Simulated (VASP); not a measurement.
Set up this calculation in VASP 6.6.1, as the native input.

| Item | Value |
| --- | --- |
| Task | single point |
| Functional | PBEsol |
| Dispersion | D3(BJ) |
| Potentials or basis | VASP PAW PBE potentials, release 64 (Si, C) |
| Cutoff | 520 eV |
| k mesh | 10 × 10 × 5 |
| Occupations | fermi-dirac, width 0.05 eV |
| Spin | no spin polarisation |
| Dipole correction | no |
| Further INCAR settings | ALGO = Normal; EDIFF = 1e-06; NBANDS = 16 |

The structure of SiC (Moissanite) lies in POSCAR:

```
SiC
1.0
    3.0586006031      0.0000000000      0.0000000000
   -1.5293003016      2.6488258223      0.0000000000
    0.0000000000      0.0000000000      5.0183964341
Si C
2 2
Direct
    0.6666666667      0.3333333333      0.5045958223
    0.3333333333      0.6666666667      0.0045958223
    0.6666666667      0.3333333333      0.8804041777
    0.3333333333      0.6666666667      0.3804041777
```

These files were run (other wordings do the same):

INCAR

```
SYSTEM = SiC
PREC     = Accurate       ! precision mode
ENCUT    = 520            ! plane-wave cutoff, eV
EDIFF    = 1E-6           ! SCF threshold, eV
ISMEAR   = -1             ! smearing method
SIGMA    = 0.05           ! smearing width, eV
LREAL    = .FALSE.        ! projectors in reciprocal space
LASPH    = .TRUE.         ! aspherical terms in the spheres
NELM     = 80             ! most SCF steps
ALGO     = Normal         ! electronic algorithm
ISIF     = 2              ! what is computed and relaxed
LWAVE    = .FALSE.        ! write WAVECAR
LCHARG   = .TRUE.         ! write CHGCAR
GGA      = PS             ! functional
IVDW     = 12             ! dispersion correction
LELF     = .TRUE.         ! ELF
LVHAR    = .TRUE.       
NBANDS   = 16             ! bands
```

KPOINTS

```
regular mesh
0
G
  10 10 5
  0 0 0
```

Potentials or basis: VASP PAW PBE potentials, release 64 (Si, C).

Command:

```console
$ cat potpaw_PBE.64/Si/POTCAR potpaw_PBE.64/C/POTCAR > POTCAR
$ mpirun -np 1 vasp_std > vasp.out
```

Results of the run:

```json
{"Pressure": "0.4 GPa", "Band gap on the k mesh": "2.24 eV, indirect (least direct gap 3.88 eV)", "Dispersion energy per atom": "-0.246 eV"}
```

Caveat: the PAW data sets were made with another functional, which shifts forces and pressure a little.

It took 17 s on 1 thread of AMD EPYC 9R45 96-Core Processor (Zen 5) (shared host), peak memory 0.15 GiB.
